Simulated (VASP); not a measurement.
# BN (Qingsongite) in VASP: notebook

Runs on BN (Qingsongite). Level: PBE. Tasks: single point.

All numbers are computed with VASP 6.6.1; they aren't measurements. Logs are shortened: lines on timing, memory, paths and dates and some standing lists are left out, and cuts for length are marked.

## 1. The cell of the first run

It takes space group I-4m2 (No. 119, tetragonal). Conventional cell: a = 2.596 Å, b = 2.596 Å, c = 3.583 Å, α = 90.00°, β = 90.00°, γ = 90.00°. Within 2.1 Å of B (site symmetry -4m2) lie 4 N at 1.58 Å. Within 2.1 Å of N (site symmetry -4m2) lie 4 B at 1.58 Å.

## 2. Single point, PBE (epitaxial xy strain +1.7%)

Contents of INCAR:

```
  PREC = Accurate
  ENCUT = 520
  EDIFF = 1E-6
  ISMEAR = 0
  SIGMA = 0.01
  LREAL = False
  LASPH = True
  NELM = 100
  ALGO = Normal
  ISIF = 2
  LWAVE = False
  LCHARG = True
  GGA = PE
  LELF = True
  LVHAR = True
  NBANDS = 11
```

Contents of KPOINTS:

```
Automatic mesh
0
Gamma
  6 6 6
```

Contents of POSCAR:

```
BN
1.0
    0.0000000000      1.8353260892      1.7917417124
    1.8353260892      0.0000000000      1.7917417124
    1.8353260892      1.8353260892      0.0000000000
B N
1 1
Direct
    0.0000000000      0.0000000000      0.0000000000
    0.2500000000      0.2500000000      0.2500000000
```

Potentials or basis: VASP PAW PBE potentials, release 64 (B, N).

Command:

```bash
$ cat potpaw_PBE.64/B/POTCAR potpaw_PBE.64/N/POTCAR > POTCAR
$ mpirun -np 1 vasp_std > vasp.out
```

OUTCAR:

```text
PREC = Accurate
   ENCUT = 520
   EDIFF = 1E-6
   ISMEAR = 0
   LREAL = False
   LASPH = True
   NELM = 100
   ISIF = 2
   GGA = PE

 ion  position               nearest neighbor table
   1  0.000  0.000  0.000-   2 1.58   2 1.58   2 1.58   2 1.58
   2  0.250  0.250  0.250-   1 1.58   1 1.58   1 1.58   1 1.58

  LATTYP: Found a body centered tetragonal cell.
 ALAT       =     2.5955430467
 C/A-ratio  =     1.3806295485

  Lattice vectors:

 A1 = (   0.0000000000,  -1.8353260892,  -1.7917417124)
 A2 = (   0.0000000000,   1.8353260892,  -1.7917417124)
 A3 = (   1.8353260892,   0.0000000000,   1.7917417124)

Analysis of symmetry for initial positions (statically):
=====================================================================
 Subroutine PRICEL returns:
 Original cell was already a primitive cell.

 Routine SETGRP: Setting up the symmetry group for a
 body centered tetragonal supercell.

 Subroutine GETGRP returns: Found  8 space group operations
 (whereof  8 operations were pure point group operations)
 out of a pool of 16 trial point group operations.

The static configuration has the point symmetry D_2d.

Analysis of symmetry for dynamics (positions and initial velocities):
=====================================================================
 Subroutine PRICEL returns:
 Original cell was already a primitive cell.

 Routine SETGRP: Setting up the symmetry group for a
 body centered tetragonal supercell.

 Subroutine GETGRP returns: Found  8 space group operations
 (whereof  8 operations were pure point group operations)
 out of a pool of 16 trial point group operations.

The dynamic configuration has the point symmetry D_2d.

 Subroutine INISYM returns: Found  8 space group operations
 (whereof  8 operations are pure point group operations),
 and found     1 'primitive' translations

----------------------------------------------------------------------------------------

                                     Primitive cell

  volume of cell :      12.0707

  direct lattice vectors                    reciprocal lattice vectors
     0.000000000  1.835326089  1.791741712    -0.272431152  0.272431152  0.279058079
     1.835326089  0.000000000  1.791741712     0.272431152 -0.272431152  0.279058079
     1.835326089  1.835326089  0.000000000     0.272431152  0.272431152 -0.279058079

  length of vectors
     2.564909398  2.564909398  2.595543047     0.475721427  0.475721427  0.475721427

  position of ions in fractional coordinates (direct lattice)
     0.000000000  0.000000000  0.000000000
     0.250000000  0.250000000  0.250000000

  ion indices of the primitive-cell ions
   primitive index   ion index
                 1           1
                 2           2

----------------------------------------------------------------------------------------

 KPOINTS: Automatic mesh

Automatic generation of k-mesh.
 Grid dimensions read from file:
 generate k-points for:    6    6    6

 Generating k-lattice:

  Cartesian coordinates                     Fractional coordinates (reciprocal lattice)
    -0.045405192  0.045405192  0.046509680     0.166666667  0.000000000  0.000000000
     0.045405192 -0.045405192  0.046509680     0.000000000  0.166666667  0.000000000
     0.045405192  0.045405192 -0.046509680     0.000000000  0.000000000  0.166666667

  Length of vectors
     0.079286904  0.079286904  0.079286904

  Shift w.r.t. Gamma in fractional coordinates (k-lattice)
     0.000000000  0.000000000  0.000000000

 Subroutine IBZKPT returns following result:
 ===========================================

 Found     30 irreducible k-points:

 Following reciprocal coordinates:
            Coordinates               Weight
  0.000000  0.000000  0.000000      1.000000
  0.166667  0.000000  0.000000      8.000000
  0.333333  0.000000  0.000000      8.000000
  0.500000  0.000000  0.000000      4.000000
  0.166667  0.166667  0.000000      2.000000
  0.333333  0.166667  0.000000      8.000000
[... 16 lines left out ...]
  0.333333  0.000000  0.333333      4.000000
  0.500000 -0.000000  0.333333     16.000000
 [... further k-points ...]
   k-points           NKPTS =     30   k-points in BZ     NKDIM =     30   number of bands    NBANDS=     11
   number of dos      NEDOS =    301   number of ions     NIONS =      2
   total plane-waves  NPLWV =   8000
   dimension x,y,z NGX =    20 NGY =   20 NGZ =   20
   dimension x,y,z NGXF=    40 NGYF=   40 NGZF=   40
   ions per type =               1   1
   NGX,Y,Z   is equivalent  to a cutoff of  12.96, 12.96, 12.81 a.u.
   NGXF,Y,Z  is equivalent  to a cutoff of  25.93, 25.93, 25.62 a.u.
 SYSTEM =  unknown system
   PREC   = accura    normal or accurate (medium, high low for compatibility)
   ISTART =      0    job   : 0-new  1-cont  2-samecut
   ICHARG =      2    charge: 1-file 2-atom 10-const
   ISPIN  =      1    spin polarized calculation?
   LNONCOLLINEAR =      F non collinear calculations
   LSORBIT =      F    spin-orbit coupling
   LASPH  =      T    aspherical Exc in radial PAW
   ENCUT  =  520.0 eV  38.22 Ry    6.18 a.u.   4.77  4.77  4.83*2*pi/ulx,y,z
   NELM   =    100;   NELMIN=  2; NELMDL= -5     # of ELM steps
   EDIFF  = 0.1E-05   stopping-criterion for ELM
   LREAL  =      F    real-space projection
   EDIFFG = 0.1E-04   stopping-criterion for IOM
   NSW    =      0    number of steps for IOM
   IBRION =     -1    ionic relax: 0-MD 1-quasi-New 2-CG
   NFREE  =      0    steps in history (QN), initial steepest desc. (CG)
   ISIF   =      2    stress and relaxation
   ISYM   =      2    0-nonsym 1-usesym 2-fastsym
   POTIM  = 0.5000    time-step for ionic-motion
   TEBEG  =    0.0;   TEEND  =   0.0 temperature during run
   PSTRESS=    0.0 pullay stress
   NELECT =       8.0000    total number of electrons
   NUPDOWN=      -1.0000    fix difference up-down
   EMIN   =  10.00;   EMAX   =-10.00  energy-range for DOS
   EFERMI =   0.00;   METHOD = LEGACY
   ISMEAR =     0;   SIGMA  =   0.01  broadening in eV -4-tet -1-fermi 0-gaus
   EFERMI_NEDOS =   21; number of points for ismear=-14 and -15
   IALGO  =     38    algorithm
   IMIX   =      4    mixing-type and parameters
     AMIX     =   0.40;   BMIX     =  1.00
     AMIX_MAG =   1.60;   BMIX_MAG =  1.00
  volume/ion in A,a.u.               =       6.04        40.73
  Fermi-wavevector in a.u.,A,eV,Ry     =   1.427340  2.697282 27.719155  2.037300
  Thomas-Fermi vector in A             =   2.547520
   LORBIT       =      0    0 simple, 1 ext, 2 COOP (PROOUT), +10 PAW based schemes
   GGA     = PE    functional components
   LHFCALC =     F    Hartree Fock is set to
   AEXX    =    0.0000 exact exchange contribution
   IVDW    =     0    specifies the selected vdW correction
   LEPSILON=     F    determine dielectric tensor
   LRPA    =     F    only Hartree local field effects (RPA)
 non-spin polarized calculation
 Gauss-broadening in eV      SIGMA  =   0.01
  energy-cutoff  :      520.00
  volume of cell :       12.07
 maximum number of plane-waves:       338
   NGX =  9   NGY =  9   NGZ =  9

 number of electron       8.0000000 magnetization

 Free energy of the ion-electron system (eV)
  ---------------------------------------------------
  ext. energy  EPLUGINS =         0.00000000
  ---------------------------------------------------
  free energy    TOTEN  =       -17.43645031 eV

  energy without entropy =      -17.43645031  energy(sigma->0) =      -17.43645031

 E-fermi :   7.4847     XC(G=0): -12.7147

 val. band max:        7.2906847133   @ k =   0.0000   0.0000   0.0000
 cond. band min:      11.3104127435   @ k =   0.5000   0.5000   0.0000
 fundamental gap:      4.0197280302
 Fermi energy:         7.4847086175

 k-point     1 :       0.0000    0.0000    0.0000
  band No.  band energies     occupation
      1     -12.8451      2.00000
      2       7.0658      2.00000
      3       7.0658      2.00000
      4       7.2907      2.00000
      5      15.7465      0.00000
      6      15.9163      0.00000
      7      15.9163      0.00000
      8      17.1332      0.00000
      9      31.4871      0.00000
     10      34.0389      0.00000
     11      34.8398      0.00000

 k-point     2 :       0.1667    0.0000    0.0000
  band No.  band energies     occupation
      1     -12.1870      2.00000
      2       4.1727      2.00000
      3       6.4290      2.00000
      4       6.6430      2.00000
      5      16.2230      0.00000
      6      16.7792      0.00000
      7      16.7808      0.00000
      8      19.0741      0.00000
      9      30.6204      0.00000
     10      30.7245      0.00000
     11      31.3470      0.00000

 k-point     3 :       0.3333    0.0000    0.0000
  band No.  band energies     occupation
      1     -10.3618      2.00000
      2      -0.5970      2.00000
      3       5.4581      2.00000
      4       5.7690      2.00000
      5      16.6795      0.00000
      6      17.5844      0.00000
      7      17.8342      0.00000
      8      21.4220      0.00000
      9      30.0217      0.00000
     10      31.2449      0.00000
     11      31.4225      0.00000

 k-point     4 :       0.5000    0.0000    0.0000
  band No.  band energies     occupation
      1      -8.7286      2.00000
      2      -3.3509      2.00000
      3       5.0647      2.00000
      4       5.4181      2.00000
      5      16.8348      0.00000
      6      17.5957      0.00000
      7      18.0161      0.00000
      8      22.1771      0.00000
      9      30.2707      0.00000
     10      33.4475      0.00000
     11      33.7103      0.00000
[... 239 lines left out ...]
 k-point    22 :      -0.3333    0.5000    0.1667
  band No.  band energies     occupation
      1      -7.0708      2.00000
      2      -0.7202      2.00000
      3       0.9078      2.00000
      4       1.0462      2.00000
      5      14.5197      0.00000
      6      18.5737      0.00000
      7      21.9300      0.00000
      8      23.6867      0.00000
      9      26.6403      0.00000
     10      32.7307      0.00000
     11      36.9198      0.00000

 k-point    23 :       0.3333    0.0000    0.3333
  band No.  band energies     occupation
      1      -9.6106      2.00000
      2       1.0360      2.00000
      3       3.2624      2.00000
      4       3.3258      2.00000
      5      12.8846      0.00000
      6      17.4419      0.00000
      7      22.0787      0.00000
      8      22.7265      0.00000
      9      25.8645      0.00000
     10      33.9814      0.00000
     11      39.8011      0.00000

 k-point    24 :       0.5000   -0.0000    0.3333
  band No.  band energies     occupation
      1      -7.9894      2.00000
      2      -0.9184      2.00000
      3       1.3466      2.00000
      4       3.0232      2.00000
      5      13.4568      0.00000
      6      18.3025      0.00000
      7      22.7895      0.00000
      8      23.3731      0.00000
      9      26.6852      0.00000
     10      33.2559      0.00000
     11      37.1059      0.00000

 [... further k-points ...]
[... 5 lines left out ...]
  --------------------------------------------------------------------------------------
  -------------------------------------------------------------------------------------
  Total       -0.7096281     -0.7096281      0.3442429      0.0000000      0.0000000      0.0000000
  in kB      -94.1910173    -94.1910173     45.6923659      0.0000000      0.0000000      0.0000000
  external PRESSURE =     -47.5632229 kB  Pullay stress =       0.0000000 kB

 VOLUME and BASIS-vectors are now :
 -----------------------------------------------------------------------------
  energy-cutoff  :      520.00
  volume of cell :       12.07
      direct lattice vectors                 reciprocal lattice vectors
     0.000000000  1.835326089  1.791741712    -0.272431152  0.272431152  0.279058079
     1.835326089  0.000000000  1.791741712     0.272431152 -0.272431152  0.279058079
     1.835326089  1.835326089  0.000000000     0.272431152  0.272431152 -0.279058079

 POSITION                                       TOTAL-FORCE (eV/Angst)
 -----------------------------------------------------------------------------------
      0.00000      0.00000      0.00000        -0.000000     -0.000000     -0.000000
      0.91766      0.91766      0.89587         0.000000      0.000000      0.000000
 -----------------------------------------------------------------------------------
    total drift:                                0.000001      0.000001     -0.000001

  FREE ENERGIE OF THE ION-ELECTRON SYSTEM (eV)
  ---------------------------------------------------
  free  energy   TOTEN  =       -17.4364503135 eV

  energy  without entropy=      -17.4364503135  energy(sigma->0) =      -17.43645031
```

It took 4 s on 1 thread of Intel Xeon 8259CL, shared host; peak memory 0.12 GiB.

Results:

| Item | Value |
| --- | --- |
| Free energy | -17.4365 eV |
| Pressure | -4.8 GPa |
| Band gap on the k mesh | 4.02 eV, indirect (least direct gap 8.46 eV) |

Levels at points of the mesh, in eV from the valence-band top:
| k point | band 1 | band 2 | band 3 | band 4 | band 5 | band 6 | band 7 | band 8 |
| --- | --- | --- | --- | --- | --- | --- | --- | --- |
| (0.00, 0.00, 0.00) | -20.14 | -0.22 | -0.22 | 0.00 | 8.46 | 8.63 | 8.63 | 9.84 |
| (0.50, 0.00, 0.00) | -16.02 | -10.64 | -2.23 | -1.87 | 9.54 | 10.30 | 10.73 | 14.89 |
| (0.50, 0.50, 0.00) | -14.51 | -8.69 | -5.16 | -5.16 | 4.02 | 8.58 | 17.47 | 17.47 |
| (0.50, 0.00, 0.50) | -14.77 | -9.04 | -4.84 | -4.83 | 4.42 | 9.15 | 17.22 | 17.57 |

Caveat: the k points lie up to 0.50 Å⁻¹ apart; the cell differs from its parent crystal (epitaxial xy strain +1.7%). A k mesh can miss the band edges.

## 3. Single point, PBE (uniaxial x strain -2.0%)

Contents of INCAR:

```
SYSTEM = BN
PREC = Accurate
ENCUT = 520
EDIFF = 1E-6
ISMEAR = 0
SIGMA = 0.01
LREAL = .FALSE.
LASPH = .TRUE.
NELM = 60
ALGO = Normal
ISIF = 2
LWAVE = .FALSE.
LCHARG = .FALSE.
GGA = PE
NBANDS = 11
```

Contents of KPOINTS:

```
regular mesh
0
G
  6 6 6
  0 0 0
```

Contents of POSCAR:

```
BN
1.0
    0.0000000000      1.8048245542      1.8048245542
    1.7678256509      0.0000000000      1.8048245542
    1.7678256509      1.8048245542      0.0000000000
B N
1 1
Direct
    0.0000000000      0.0000000000      0.0000000000
    0.2500000000      0.2500000000      0.2500000000
```

Potentials or basis: VASP PAW PBE potentials, release 64 (B, N).

Command:

```bash
$ cat potpaw_PBE.64/B/POTCAR potpaw_PBE.64/N/POTCAR > POTCAR
$ mpirun -np 1 vasp_std > vasp.out
```

Run time: 3.9 s. Hardware: 1 thread of Intel Xeon 8259CL, shared host; peak memory 0.12 GiB.

It converged, with:

| Item | Value |
| --- | --- |
| Free energy | -17.4238 eV |
| Pressure | 13.5 GPa |
| Band gap on the k mesh | 4.11 eV, indirect (least direct gap 8.71 eV) |

Stress tensor (GPa, compression positive):
```
21.91  0.00  0.00
 0.00  9.27  0.00
 0.00  0.00  9.27
```

Levels at points of the mesh, in eV from the valence-band top:
| k point | band 1 | band 2 | band 3 | band 4 | band 5 | band 6 | band 7 | band 8 | band 9 |
| --- | --- | --- | --- | --- | --- | --- | --- | --- | --- |
| (0.00, 0.00, 0.00) | -20.65 | -0.20 | -0.20 | 0.00 | 8.71 | 8.86 | 8.86 | 10.62 | 25.10 |
| (0.50, 0.00, 0.00) | -16.31 | -11.06 | -2.28 | -1.96 | 10.14 | 10.59 | 11.03 | 15.39 | 23.67 |
| (0.50, 0.50, 0.00) | -14.99 | -9.32 | -5.07 | -5.06 | 4.48 | 9.40 | 17.98 | 18.30 | 20.93 |
| (0.00, 0.50, 0.50) | -14.75 | -9.01 | -5.35 | -5.35 | 4.11 | 8.91 | 18.20 | 18.20 | 21.37 |

Caveat: the k points lie up to 0.51 Å⁻¹ apart; the cell differs from its parent crystal (uniaxial x strain -2.0%).

## 4. Single point, PBE

This run uses another cell than the first one, of 5.88 Å³/atom, 0.974 times its volume.

Contents of INCAR:

```
SYSTEM = BN
ALGO = Normal
EDIFF = 1E-6
ENCUT = 520
GGA = PE
ISIF = 2
ISMEAR = -1
LASPH = .True.
LCHARG = .False.
LREAL = .False.
LWAVE = .False.
NBANDS = 11
NELM = 80
PREC = Accurate
SIGMA = 0.02
```

Contents of KPOINTS:

```
k-points
0
Gamma
  12 12 12
  0 0 0
```

Contents of POSCAR:

```
BN
1.0
    0.0000000000      1.8048245542      1.8048245542
    1.8048245542      0.0000000000      1.8048245542
    1.8048245542      1.8048245542      0.0000000000
B N
1 1
Direct
    0.0000000000      0.0000000000      0.0000000000
    0.2500000000      0.2500000000      0.2500000000
```

Command:

```bash
$ cat potpaw_PBE.64/B/POTCAR potpaw_PBE.64/N/POTCAR > POTCAR
$ mpirun -np 1 vasp_std > vasp.out
```

It took 7.2 s on 1 thread of Intel Xeon 8259CL, shared host; peak memory 0.12 GiB.

It converged, with:

* Free energy: -17.4483 eV
* Pressure: 5.0 GPa
* Band gap on the k mesh: 4.46 eV, indirect (least direct gap 8.84 eV)

Levels at points of the mesh, in eV from the valence-band top:
| k point | band 2 | band 3 | band 4 | band 5 | band 6 | band 7 |
| --- | --- | --- | --- | --- | --- | --- |
| (0.00, 0.00, 0.00) | 0.00 | 0.00 | 0.00 | 8.84 | 8.84 | 8.84 |
| (0.50, 0.00, 0.00) | -10.73 | -1.95 | -1.95 | 10.20 | 10.73 | 10.73 |
| (0.50, 0.50, 0.00) | -8.94 | -4.93 | -4.93 | 4.46 | 9.26 | 17.99 |

A k mesh can miss the band edges.

## 5. Summary

```tsv
cell	k mesh	smearing	gap on the mesh (eV)	pressure (GPa)
a = 2.565, b = 2.565, c = 2.596 Å, angles 59.6, 59.6, 60.8°, 2 atoms	6 × 6 × 6	gaussian 0.01 eV	4.02	-4.8
a = 2.552, b = 2.526, c = 2.526 Å, angles 60.7, 59.7, 59.7°, 2 atoms	6 × 6 × 6	gaussian 0.01 eV	4.11	13.5
a = 2.552 Å, angles 60.0°, 2 atoms	12 × 12 × 12	fermi-dirac 0.02 eV	4.46	5.0
```

Alike in all rows: task single point; level PBE; potentials or basis VASP PAW PBE potentials, release 64 (B, N); no spin polarisation; cutoff (eV) 520.

Caveats: some runs use coarse meshes.

Absolute energies hang on the potentials; compare differences alone.
